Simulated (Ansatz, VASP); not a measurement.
Li2Si: VASP beside Ansatz

The input INCAR:

```
PREC     = Accurate       # precision mode
ENCUT    = 520            # plane-wave cutoff, eV
EDIFF    = 1E-6           # SCF threshold, eV
ISMEAR   = -1             # smearing method
SIGMA    = 0.1            # smearing width, eV
LREAL    = F              # projectors in reciprocal space
LASPH    = T              # aspherical terms in the spheres
NELM     = 60             # most SCF steps
ALGO     = Normal         # electronic algorithm
ISIF     = 2              # what is computed and relaxed
LWAVE    = F              # write WAVECAR
LCHARG   = F              # write CHGCAR
GGA      = CA             # functional
NBANDS   = 19             # bands
```

Contents of KPOINTS:

```
Automatic mesh
0
Gamma
  6 6 6
```

Contents of POSCAR:

```
Li2Si
1.0
    2.1709700000      1.2534100000      6.1324300000
   -2.1709700000      1.2534100000      6.1324300000
    0.0000000000     -2.5068200000      6.1324300000
Li Si
4 2
Direct
    0.3590000000      0.3590000000      0.3590000000
    0.6410000000      0.6410000000      0.6410000000
    0.7949500000      0.7949500000      0.7949500000
    0.2050500000      0.2050500000      0.2050500000
    0.0614700000      0.0614700000      0.0614700000
    0.9385300000      0.9385300000      0.9385300000
```

Input for Ansatz:

```yaml
crystal:
  lattice:
    - [2.17097, 1.25341, 6.13243]
    - [-2.17097, 1.25341, 6.13243]
    - [0.0, -2.50682, 6.13243]
  atoms:
    - { symbol: Li, position: [0.359, 0.359, 0.359] }
    - { symbol: Li, position: [0.641, 0.641, 0.641] }
    - { symbol: Li, position: [0.79495, 0.79495, 0.79495] }
    - { symbol: Li, position: [0.20505, 0.20505, 0.20505] }
    - { symbol: Si, position: [0.06147, 0.06147, 0.06147] }
    - { symbol: Si, position: [0.93853, 0.93853, 0.93853] }
basis:
  ecutwfc: 450.0
kpoints:
  mp_grid:
    grid: [6, 6, 6]
hamiltonian:
  xc: lda
scf:
  occupations:
    method: fermi_dirac
    width: 0.1
output:
  forces: true
  stress: true
```

Alike in both runs: task single point; functional LDA; k mesh 6 × 6 × 6; occupations fermi-dirac, width 0.1 eV; no spin polarisation.

|  | VASP | Ansatz |
| --- | --- | --- |
| version | VASP 6.6.1 | Ansatz 0.2.0 |
| potentials or method | VASP PAW LDA potentials, release 64 (Li_sv, Si), cutoff 520 eV | plane waves, PAW |
| valence electrons in the cell | 20 | 20 |

|  | VASP | Ansatz | Ansatz less VASP |
| --- | --- | --- | --- |
| rms of the force components (eV/Å) | 0.039 | 0.038 | -0.0011 |

LDA's correlation is that of Perdew and Zunger in VASP and of Perdew and Wang (1992) in Ansatz. Atom by atom the forces differ by 0.002 eV/Å (rms over components).

Noted on VASP's run: the cutoff is under 1.25 times that of the potentials, so the pressure is a little rough.
